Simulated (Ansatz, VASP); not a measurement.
# One calculation of RuS2, two programs

```xyz
12
Lattice="5.5571 0.0000 0.0000 0.0000 5.5571 0.0000 0.0000 0.0000 5.5571" Properties=species:S:1:pos:R:3 pbc="T T T"
Ru    0.0000    0.0000    0.0000
Ru    2.7786    0.0000    2.7786
Ru    2.7786    2.7786    0.0000
Ru    0.0000    2.7786    2.7786
S     2.1558    2.1558    2.1558
S     0.6227    3.4013    4.9344
S     4.9344    0.6227    3.4013
S     3.4013    4.9344    0.6227
S     3.4013    3.4013    3.4013
S     4.9344    2.1558    0.6227
S     0.6227    4.9344    2.1558
S     2.1558    0.6227    4.9344
```

Alike in both runs: functional r2SCAN; k mesh 6 × 6 × 6; occupations fermi-dirac, width 0.02 eV; no spin polarisation.

Ansatz relaxed the structure, and its values are those at the end. VASP's run is a single point on that final structure, the one shown.

|  | VASP | Ansatz |
| --- | --- | --- |
| version | VASP 6.6.1 | Ansatz 0.2.0 |
| potentials or method | VASP PAW PBE potentials, release 64 (Ru_pv, S), cutoff 520 eV | PAW plane waves |
| valence electrons in the cell | 104 | 112 |

|  | VASP | Ansatz | Ansatz less VASP |
| --- | --- | --- | --- |
| gap on the k mesh at the Fermi level (eV) | 0.88 | 0.90 | +0.011 |
| pressure (GPa) | 7.9 | 8.3 | +0.35 |
| rms of the force components (eV/Å) | 0.017 | 0.004 | -0.0130 |

VASP's potentials were made for PBE, not for r2SCAN. VASP's potentials hold 104 valence electrons a cell and Ansatz's 112, so a difference there can come from the potentials and not from the codes. Ansatz's warnings: stress scf threshold loose.
